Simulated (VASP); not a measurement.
Runs of VASP 6.6.1 on TePb. The structure is that of space group Fm-3m (No. 225), or close to it. The cells are those of the table. 

| cell | pressure (GPa) |
| --- | --- |
| a = 4.644 Å, angles 60.0°, 2 atoms | 0.0 |
| a = 4.531 Å, angles 60.0°, 2 atoms | (a) |
| a = 4.607 Å, angles 60.0°, 2 atoms | (b) |
| a = 4.717 Å, angles 60.0°, 2 atoms | -1.7 |
| a = 4.492 Å, angles 60.0°, 2 atoms | 4.8 |
| a = 4.681 Å, angles 60.0°, 2 atoms | -0.9 |
| a = 4.452 Å, angles 60.0°, 2 atoms | (c) |
| a = 4.412 Å, angles 60.0°, 2 atoms | 8.4 |

Alike in all rows: task single point; level PBE; potentials or basis VASP PAW PBE potentials, release 64 (Te, Pb_d); no spin polarisation; k mesh 5 × 5 × 5; cutoff (eV) 520; smearing gaussian 0.01 eV.

Problem. Fill in the values left out.

Solution. (a) 3.4; (b) 1.0; (c) 6.5.
